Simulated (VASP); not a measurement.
## GaP: single point with PBEsol

GaP:

```xyz
2
Lattice="0.0000 2.6162 2.6162 2.6162 0.0000 2.6162 2.6162 2.6162 0.0000" Properties=species:S:1:pos:R:3 pbc="T T T"
Ga    0.0000    0.0000    0.0000
P     3.9244    3.9244    3.9244
```

This cell differs from its parent crystal: strain -0.040 along x and y, -0.040 along z.

- Program: VASP 6.6.1
- Task: single point
- Functional: PBEsol
- Potentials or basis: VASP PAW PBE potentials, release 64 (Ga_d, P)
- Cutoff: 520 eV
- k mesh: 8 × 8 × 8
- Occupations: gaussian, width 0.05 eV
- Spin: no spin polarisation

* Pressure: 12.5 GPa
* Band gap on the k mesh: 1.24 eV (least direct gap 2.78 eV)

Levels at points of the mesh, in eV from the valence-band top:
| k point | band 7 | band 8 | band 9 | band 10 | band 11 | band 12 |
| --- | --- | --- | --- | --- | --- | --- |
| (0.00, 0.00, 0.00) | 0.00 | 0.00 | 0.00 | 2.78 | 3.77 | 3.77 |
| (0.50, 0.00, 0.00) | -7.47 | -1.32 | -1.32 | 1.96 | 4.59 | 4.59 |
| (0.50, 0.50, 0.00) | -7.43 | -3.18 | -3.18 | 1.24 | 1.55 | 11.47 |

Wall time 27 s on 1 thread of AMD EPYC 7R43 64-Core Processor (Zen 3) (shared host), peak memory 0.13 GiB.

Caveat: the cell differs from its parent crystal (strain -0.040 along x and y, -0.040 along z); the cell stands under pressure; the PAW data sets were made with another functional, which shifts forces and pressure a little. A k mesh can miss the band edges.
